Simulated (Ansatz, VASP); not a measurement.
## PbSe in VASP and in Ansatz

INCAR

```
ALGO = Normal
EDIFF = 1E-6
ENCUT = 520
GGA_COMPAT = F
ISIF = 2
ISMEAR = -1
LASPH = T
LCHARG = F
LORBIT = 11
LORBMOM = T
LREAL = F
LSORBIT = T
LWAVE = F
MAGMOM = 0 0 0 0 0 0
NBANDS = 32
NELM = 150
PREC = Accurate
SIGMA = 0.05
```

KPOINTS

```
k-points
0
Gamma
  5 5 5
```

POSCAR

```
PbSe
1.0
    3.7843220000      0.0000000000      0.0000000000
    0.0000000000      3.7843220000      0.0000000000
    0.0000000000      0.0000000000      3.7843220000
Pb Se
1 1
Direct
    0.0000000000      0.0000000000      0.0000000000
    0.5000000000      0.5000000000      0.5000000000
```

File input.yaml:

```yaml
crystal:
  lattice:
    - [3.784322, 0.0, 0.0]
    - [0.0, 3.784322, 0.0]
    - [0.0, 0.0, 3.784322]
  atoms:
    - { symbol: Pb, position: [0.0, 0.0, 0.0] }
    - { symbol: Se, position: [0.5, 0.5, 0.5] }
hamiltonian:
  xc: lda
  pseudopotentials: { kind: paw_fr }
magnetization:
  noncollinear: true
  spin_orbit: true
kpoints:
  mp_grid: { grid: [5, 5, 5] }
  band_path:
    path:
      - [[0.0, 0.0, 0.0], [0.0, 0.5, 0.0], [0.5, 0.5, 0.0], [0.0, 0.0, 0.0], [0.5, 0.5, 0.5], [0.0, 0.5, 0.0]]
      - [[0.5, 0.5, 0.0], [0.5, 0.5, 0.5]]
    npoints: 14
scf:
  occupations: { method: fermi_dirac, width: 0.05 }
  n_extra_bands: 6
output:
  forces: true
  stress: true
  eigenvalues: true
  fatbands: false
```

Alike in both runs: functional LDA; k mesh 5 × 5 × 5; occupations fermi-dirac, width 0.05 eV; non-collinear spin, spin-orbit coupling.

```csv
,VASP,Ansatz
version,VASP 6.6.1,Ansatz 0.2.0
potentials or method,"VASP PAW LDA potentials, release 64 (Pb_d, Se)",Ansatz PAW
plane-wave cutoff (eV),520,420
valence electrons in the cell,20,30
task,single point,band structure
```

Ansatz gave:

```
pressure (GPa)           : -5.0
net moment per atom (μB) : 0.00
```

Q: Estimate VASP's values.

A: Pressure (GPa): -4.9; net moment per atom (μB): 0.00.

LDA's correlation is that of Perdew and Zunger in VASP and of Perdew and Wang (1992) in Ansatz. VASP's potentials hold 20 valence electrons a cell and Ansatz's 30, so a difference there can come from the potentials and not from the codes.
